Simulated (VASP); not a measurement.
# ZnCu (Pm-3m) in VASP: a series of runs, part 2 of 3

VASP 6.6.1.

## Step 3: Electric field gradients, r2SCAN

Input file POSCAR:

```
ZnCu
1.0
    2.9205539200      0.0000000000      0.0000000000
    0.0000000000      2.9205539200      0.0000000000
    0.0000000000      0.0000000000      2.9205539200
Zn Cu
1 1
Direct
    0.5000000000      0.5000000000      0.5000000000
    0.0000000000      0.0000000000      0.0000000000
```

Input file INCAR.step1:

```
PREC     = Accurate       # precision mode
ENCUT    = 520            # plane-wave cutoff, eV
ISMEAR   = -1             # smearing method
SIGMA    = 0.05           # smearing width, eV
LREAL    = F              # projectors in reciprocal space
LASPH    = T              # aspherical terms in the spheres
NELM     = 60             # most SCF steps
NBANDS   = 18             # bands
GGA      = PE             # functional
ALGO     = Normal         # electronic algorithm
EDIFF    = 1E-4           # SCF threshold, eV
LWAVE    = T              # write WAVECAR
LCHARG   = F              # write CHGCAR
```

Input file INCAR.step2:

```
PREC     = Accurate       # precision mode
ENCUT    = 520            # plane-wave cutoff, eV
EDIFF    = 1E-8           # SCF threshold, eV
ISMEAR   = -1             # smearing method
SIGMA    = 0.05           # smearing width, eV
LREAL    = F              # projectors in reciprocal space
LASPH    = T              # aspherical terms in the spheres
NELM     = 60             # most SCF steps
ALGO     = Normal         # electronic algorithm
ISIF     = 2              # what is computed and relaxed
LWAVE    = F              # write WAVECAR
LCHARG   = F              # write CHGCAR
METAGGA  = R2SCAN         # meta-GGA
LMIXTAU  = T            
LEFG     = T            
NBANDS   = 18             # bands
ISTART   = 1
```

Input file KPOINTS:

```
Automatic mesh
0
Gamma
  12 12 12
```

Potentials or basis: VASP PAW PBE potentials, release 64 (Zn, Cu).

Run with:

```sh
$ cat potpaw_PBE.64/Zn/POTCAR potpaw_PBE.64/Cu/POTCAR > POTCAR
$ cp INCAR.step1 INCAR
$ mpirun -np 1 vasp_std > vasp.out
$ cp INCAR.step2 INCAR
$ mpirun -np 1 vasp_std > vasp.out
```

OUTCAR:

```text
PREC = Accurate
   ENCUT = 520
   EDIFF = 1E-8
   ISMEAR = -1
   LREAL = F
   LASPH = T
   NELM = 60
   ISIF = 2
   METAGGA = R2SCAN
   ISTART = 1

 ion  position               nearest neighbor table
   1  0.500  0.500  0.500-   2 2.53   2 2.53   2 2.53   2 2.53   2 2.53   2 2.53   2 2.53   2 2.53

   2  0.000  0.000  0.000-   1 2.53   1 2.53   1 2.53   1 2.53   1 2.53   1 2.53   1 2.53   1 2.53

  LATTYP: Found a simple cubic cell.
 ALAT       =     2.9205539200

  Lattice vectors:

 A1 = (   2.9205539200,   0.0000000000,   0.0000000000)
 A2 = (   0.0000000000,   2.9205539200,   0.0000000000)
 A3 = (   0.0000000000,   0.0000000000,   2.9205539200)

Analysis of symmetry for initial positions (statically):
=====================================================================
 Subroutine PRICEL returns:
 Original cell was already a primitive cell.

 Routine SETGRP: Setting up the symmetry group for a
 simple cubic supercell.

 Subroutine GETGRP returns: Found 48 space group operations
 (whereof 48 operations were pure point group operations)
[... 692 lines left out ...]
     2.920553920  0.000000000  0.000000000     0.342400800  0.000000000  0.000000000
     0.000000000  2.920553920  0.000000000     0.000000000  0.342400800  0.000000000
     0.000000000  0.000000000  2.920553920     0.000000000  0.000000000  0.342400800

 POSITION                                       TOTAL-FORCE (eV/Angst)
 -----------------------------------------------------------------------------------
      1.46028      1.46028      1.46028         0.000000      0.000000      0.000000
      0.00000      0.00000      0.00000         0.000000      0.000000      0.000000
 -----------------------------------------------------------------------------------
    total drift:                                0.000000      0.000000     -0.000000

  FREE ENERGIE OF THE ION-ELECTRON SYSTEM (eV)
  ---------------------------------------------------
  free  energy   TOTEN  =       -19.9366127674 eV

  energy  without entropy=      -19.9323657551  energy(sigma->0) =      -19.93448926

 Electric field gradients (V/A^2)
---------------------------------------------------------------------
 ion       V_xx      V_yy      V_zz      V_xy      V_xz      V_yz
---------------------------------------------------------------------
   1      -0.000    -0.000     0.000     0.000    -0.000     0.000
   2       0.000     0.000    -0.000     0.000    -0.000    -0.000
---------------------------------------------------------------------

 Electric field gradients after diagonalization (V/A^2)
 (convention: |V_zz| > |V_xx| > |V_yy|)
----------------------------------------------------------------------
 ion       V_xx      V_yy      V_zz     asymmetry (V_yy - V_xx)/ V_zz
----------------------------------------------------------------------
   1      -0.000    -0.000     0.000       0.267
   2      -0.000     0.000     0.000       1.515
----------------------------------------------------------------------

           NMR quadrupolar parameters

 Cq : quadrupolar parameter    Cq=e*Q*V_zz/h
 eta: asymmetry parameters     (V_yy - V_xx)/ V_zz
 Q  : nuclear electric quadrupole moment in mb (millibarn)
----------------------------------------------------------------------
 ion       Cq(MHz)       eta       Q (mb)
----------------------------------------------------------------------
   1       0.000       0.267       1.000
   2       0.000       1.515       1.000
----------------------------------------------------------------------
```

OUTCAR.step1:

```text
PREC = Accurate
   ENCUT = 520
   ISMEAR = -1
   LREAL = F
   LASPH = T
   NELM = 60
[... 724 lines left out ...]
 -----------------------------------------------------------------------------------
      1.46028      1.46028      1.46028         0.000000      0.000000      0.000000
      0.00000      0.00000      0.00000         0.000000      0.000000      0.000000
 -----------------------------------------------------------------------------------
    total drift:                                0.000000      0.000000     -0.000000

  FREE ENERGIE OF THE ION-ELECTRON SYSTEM (eV)
  ---------------------------------------------------
  free  energy   TOTEN  =        -4.9879306323 eV

  energy  without entropy=       -4.9836287541  energy(sigma->0) =       -4.98577969
```

It took 62 s on 1 thread of Intel Xeon Platinum 8488C (Sapphire Rapids), shared host; peak memory 0.16 GiB.

Results:

```
Free energy                             : -19.9366 eV
Pressure                                : 0.6 GPa
Band gap on the k mesh                  : zero (an odd number of electrons rules out a gap without spin polarisation)
Largest electric field gradient by atom : zero within the noise of the run
```

Levels at points of the mesh, in eV from the Fermi level:
```csv
k point,band 10,band 11,band 12,band 13,band 14,band 15
"(0.00, 0.00, 0.00)",-2.82,-2.82,6.78,6.78,6.78,11.73
"(0.50, 0.00, 0.00)",-3.41,-2.90,-2.05,12.63,12.63,13.20
"(0.50, 0.50, 0.00)",-2.59,-2.03,-2.03,2.10,2.43,15.14
"(0.50, 0.50, 0.50)",-2.57,4.59,4.59,4.59,4.63,4.82
```

Caveat: the PAW data sets were made with another functional, which shifts forces and pressure a little.

## Step 4: Electric field gradients, r2SCAN (12.83 Å³/atom)

This run uses another cell than the first one, of 12.83 Å³/atom.

Input file POSCAR:

```
ZnCu
1.0
    2.9494721761      0.0000000000      0.0000000000
    0.0000000000      2.9494721761      0.0000000000
    0.0000000000      0.0000000000      2.9494721761
Zn Cu
1 1
Direct
    0.5000000000      0.5000000000      0.5000000000
    0.0000000000      0.0000000000      0.0000000000
```

Input file INCAR.step1:

```
ALGO = Normal
EDIFF = 1E-4
ENCUT = 520
GGA = PE
ISMEAR = -1
LASPH = True
LCHARG = False
LREAL = False
LWAVE = True
NBANDS = 18
NELM = 60
PREC = Accurate
SIGMA = 0.05
```

Input file INCAR.step2:

```
ALGO = Normal
EDIFF = 1E-8
ENCUT = 520
ISIF = 2
ISMEAR = -1
ISTART = 1
LASPH = True
LCHARG = False
LEFG = True
LMIXTAU = True
LREAL = False
LWAVE = False
METAGGA = R2SCAN
NBANDS = 18
NELM = 60
PREC = Accurate
SIGMA = 0.05
```

Input file KPOINTS:

```
k-points
0
Gamma
  12 12 12
```

Potentials or basis: VASP PAW PBE potentials, release 64 (Zn, Cu).

Run with:

```sh
$ cat potpaw_PBE.64/Zn/POTCAR potpaw_PBE.64/Cu/POTCAR > POTCAR
$ cp INCAR.step1 INCAR
$ mpirun -np 1 vasp_std > vasp.out
$ cp INCAR.step2 INCAR
$ mpirun -np 1 vasp_std > vasp.out
```

OUTCAR:

```text
EDIFF = 1E-8
   ENCUT = 520
   ISIF = 2
   ISMEAR = -1
   ISTART = 1
   LASPH = True
   LREAL = False
   METAGGA = R2SCAN
   NELM = 60
   PREC = Accurate

 ion  position               nearest neighbor table
   1  0.500  0.500  0.500-   2 2.55   2 2.55   2 2.55   2 2.55   2 2.55   2 2.55   2 2.55   2 2.55

   2  0.000  0.000  0.000-   1 2.55   1 2.55   1 2.55   1 2.55   1 2.55   1 2.55   1 2.55   1 2.55

  LATTYP: Found a simple cubic cell.
 ALAT       =     2.9494721761

  Lattice vectors:

 A1 = (   2.9494721761,   0.0000000000,   0.0000000000)
 A2 = (   0.0000000000,   2.9494721761,   0.0000000000)
 A3 = (   0.0000000000,   0.0000000000,   2.9494721761)

Analysis of symmetry for initial positions (statically):
=====================================================================
 Subroutine PRICEL returns:
 Original cell was already a primitive cell.

 Routine SETGRP: Setting up the symmetry group for a
 simple cubic supercell.

 Subroutine GETGRP returns: Found 48 space group operations
 (whereof 48 operations were pure point group operations)
 out of a pool of 48 trial point group operations.

The static configuration has the point symmetry O_h .

Analysis of symmetry for dynamics (positions and initial velocities):
=====================================================================
 Subroutine PRICEL returns:
 Original cell was already a primitive cell.

 Routine SETGRP: Setting up the symmetry group for a
 simple cubic supercell.

 Subroutine GETGRP returns: Found 48 space group operations
 (whereof 48 operations were pure point group operations)
 out of a pool of 48 trial point group operations.

The dynamic configuration has the point symmetry O_h .

 Subroutine INISYM returns: Found 48 space group operations
 (whereof 48 operations are pure point group operations),
 and found     1 'primitive' translations

----------------------------------------------------------------------------------------

                                     Primitive cell

  volume of cell :      25.6586

  direct lattice vectors                    reciprocal lattice vectors
     2.949472176  0.000000000  0.000000000     0.339043714  0.000000000  0.000000000
     0.000000000  2.949472176  0.000000000     0.000000000  0.339043714  0.000000000
     0.000000000  0.000000000  2.949472176     0.000000000  0.000000000  0.339043714

  length of vectors
     2.949472176  2.949472176  2.949472176     0.339043714  0.339043714  0.339043714

  position of ions in fractional coordinates (direct lattice)
     0.500000000  0.500000000  0.500000000
     0.000000000  0.000000000  0.000000000

  ion indices of the primitive-cell ions
   primitive index   ion index
                 1           1
                 2           2

----------------------------------------------------------------------------------------

 KPOINTS: k-points

Automatic generation of k-mesh.
 Grid dimensions read from file:
 generate k-points for:   12   12   12

[... 64 lines left out ...]
   LREAL  =      F    real-space projection
   EDIFFG = 0.1E-06   stopping-criterion for IOM
   NSW    =      0    number of steps for IOM
   IBRION =     -1    ionic relax: 0-MD 1-quasi-New 2-CG
   NFREE  =      0    steps in history (QN), initial steepest desc. (CG)
   ISIF   =      2    stress and relaxation
   ISYM   =      2    0-nonsym 1-usesym 2-fastsym
   POTIM  = 0.5000    time-step for ionic-motion
   TEBEG  =    0.0;   TEEND  =   0.0 temperature during run
   PSTRESS=    0.0 pullay stress
   NELECT =      23.0000    total number of electrons
   NUPDOWN=      -1.0000    fix difference up-down
   EMIN   =  10.00;   EMAX   =-10.00  energy-range for DOS
   EFERMI =   0.00;   METHOD = LEGACY
   ISMEAR =    -1;   SIGMA  =   0.05  broadening in eV -4-tet -1-fermi 0-gaus
   EFERMI_NEDOS =   21; number of points for ismear=-14 and -15
   IALGO  =     38    algorithm
   IMIX   =      4    mixing-type and parameters
     AMIX     =   0.40;   BMIX     =  1.00
     AMIX_MAG =   1.60;   BMIX_MAG =  1.00
  volume/ion in A,a.u.               =      12.83        86.58
  Fermi-wavevector in a.u.,A,eV,Ry     =   1.578483  2.982900 33.900377  2.491607
  Thomas-Fermi vector in A             =   2.679007
   LORBIT       =      0    0 simple, 1 ext, 2 COOP (PROOUT), +10 PAW based schemes
   METAGGA = R2SCAN    functional components
   LHFCALC =     F    Hartree Fock is set to
   AEXX    =    0.0000 exact exchange contribution
   IVDW    =     0    specifies the selected vdW correction
   LEPSILON=     F    determine dielectric tensor
   LRPA    =     F    only Hartree local field effects (RPA)
 non-spin polarized calculation
  energy-cutoff  :      520.00
  volume of cell :       25.66
 maximum number of plane-waves:       739
 NGX is ok and might be reduce to    24
   NGX = 11   NGY = 11   NGZ = 11

 number of electron      23.0000004 magnetization

 Free energy of the ion-electron system (eV)
  ---------------------------------------------------
  ext. energy  EPLUGINS =         0.00000000
  ---------------------------------------------------
  free energy    TOTEN  =       -19.93046062 eV

  energy without entropy =      -19.92632395  energy(sigma->0) =      -19.92839228

 E-fermi :   5.2572     XC(G=0): -13.4975

 val. band max:        5.2325164258   @ k =   0.5000   0.3333   0.3333
 cond. band min:       5.2973081214   @ k =   0.3333   0.3333   0.0000
 fundamental gap:      0.0647916956
 Fermi energy:         5.2571955391

 k-point     1 :       0.0000    0.0000    0.0000
  band No.  band energies     occupation
      1      -5.3979      2.00000
      2      -2.8223      2.00000
      3      -2.8223      2.00000
      4      -2.1018      2.00000
      5      -2.1018      2.00000
      6      -2.1018      2.00000
[... 481 lines left out ...]
      5      -2.0486      2.00000
      6      -0.1860      2.00000
[... 10 lines left out ...]
     17      21.3678      0.00000
     18      22.0328      0.00000

 [... further k-points ...]
[... 5 lines left out ...]
  --------------------------------------------------------------------------------------
  -------------------------------------------------------------------------------------
  Total       -0.4881648     -0.4881648     -0.4881648      0.0000000      0.0000000      0.0000000
  in kB      -30.4820472    -30.4820472    -30.4820472      0.0000000      0.0000000      0.0000000
  external PRESSURE =     -30.4820472 kB  Pullay stress =       0.0000000 kB

 VOLUME and BASIS-vectors are now :
 -----------------------------------------------------------------------------
  energy-cutoff  :      520.00
  volume of cell :       25.66
      direct lattice vectors                 reciprocal lattice vectors
     2.949472176  0.000000000  0.000000000     0.339043714  0.000000000  0.000000000
     0.000000000  2.949472176  0.000000000     0.000000000  0.339043714  0.000000000
     0.000000000  0.000000000  2.949472176     0.000000000  0.000000000  0.339043714

 POSITION                                       TOTAL-FORCE (eV/Angst)
 -----------------------------------------------------------------------------------
      1.47474      1.47474      1.47474         0.000000      0.000000      0.000000
      0.00000      0.00000      0.00000         0.000000      0.000000      0.000000
 -----------------------------------------------------------------------------------
    total drift:                                0.000000      0.000000     -0.000000

  FREE ENERGIE OF THE ION-ELECTRON SYSTEM (eV)
  ---------------------------------------------------
  free  energy   TOTEN  =       -19.9304606188 eV

  energy  without entropy=      -19.9263239478  energy(sigma->0) =      -19.92839228

 Electric field gradients (V/A^2)
---------------------------------------------------------------------
 ion       V_xx      V_yy      V_zz      V_xy      V_xz      V_yz
---------------------------------------------------------------------
   1       0.000     0.000    -0.000    -0.000     0.000    -0.000
   2       0.000    -0.000     0.000    -0.000     0.000    -0.000
---------------------------------------------------------------------

 Electric field gradients after diagonalization (V/A^2)
 (convention: |V_zz| > |V_xx| > |V_yy|)
----------------------------------------------------------------------
 ion       V_xx      V_yy      V_zz     asymmetry (V_yy - V_xx)/ V_zz
----------------------------------------------------------------------
   1       0.000     0.000    -0.000       0.016
   2      -0.000     0.000     0.000       0.348
----------------------------------------------------------------------

           NMR quadrupolar parameters

 Cq : quadrupolar parameter    Cq=e*Q*V_zz/h
 eta: asymmetry parameters     (V_yy - V_xx)/ V_zz
 Q  : nuclear electric quadrupole moment in mb (millibarn)
----------------------------------------------------------------------
 ion       Cq(MHz)       eta       Q (mb)
----------------------------------------------------------------------
   1      -0.000       0.016       1.000
   2       0.000       0.348       1.000
----------------------------------------------------------------------
```

OUTCAR.step1:

```text
EDIFF = 1E-4
   ENCUT = 520
   GGA = PE
   ISMEAR = -1
   LASPH = True
[... 726 lines left out ...]
      1.47474      1.47474      1.47474         0.000000      0.000000      0.000000
      0.00000      0.00000      0.00000         0.000000      0.000000      0.000000
 -----------------------------------------------------------------------------------
    total drift:                                0.000000      0.000000     -0.000000

  FREE ENERGIE OF THE ION-ELECTRON SYSTEM (eV)
  ---------------------------------------------------
  free  energy   TOTEN  =        -5.0085377267 eV

  energy  without entropy=       -5.0043403963  energy(sigma->0) =       -5.00643906
```

OSZICAR.step1:

```text
N       E                     dE             d eps       ncg     rms          rms(c)
DAV:   1     0.111890550138E+03    0.11189E+03   -0.11338E+04  3338   0.209E+03
DAV:   2    -0.156451320562E+01   -0.11346E+03   -0.10874E+03  3034   0.297E+02
DAV:   3    -0.605098397302E+01   -0.44865E+01   -0.44597E+01  3394   0.739E+01
DAV:   4    -0.608675759073E+01   -0.35774E-01   -0.35760E-01  3450   0.609E+00
DAV:   5    -0.608724558025E+01   -0.48799E-03   -0.48797E-03  3414   0.734E-01    0.951E+00
DAV:   6    -0.596117661870E+01    0.12607E+00   -0.14532E+01  3238   0.908E+01    0.608E+00
DAV:   7    -0.501877817533E+01    0.94240E+00   -0.31917E+00  3258   0.868E+01    0.223E+00
DAV:   8    -0.501711273297E+01    0.16654E-02   -0.13112E-01  4092   0.475E+00    0.122E+00
DAV:   9    -0.500854604331E+01    0.85667E-02   -0.11294E-02  3440   0.235E+00    0.600E-02
DAV:  10    -0.500853772671E+01    0.83166E-05   -0.76332E-04  4326   0.585E-01
   1 F= -.50085377E+01 E0= -.50064391E+01  d E =-.419733E-02
```

Wall time 64 s (1 thread of Intel Xeon Platinum 8488C (Sapphire Rapids), shared host); peak memory 0.17 GiB.

Results:

| Quantity | Value |
| --- | --- |
| Free energy | -19.9305 eV |
| Pressure | -3.0 GPa |
| Band gap on the k mesh | zero (an odd number of electrons rules out a gap without spin polarisation) |
| Largest electric field gradient by atom | zero within the noise of the run |

Caveat: the cell stands under tension; the PAW data sets were made with another functional, which shifts forces and pressure a little.

(Part 2 of 3 ends here.)
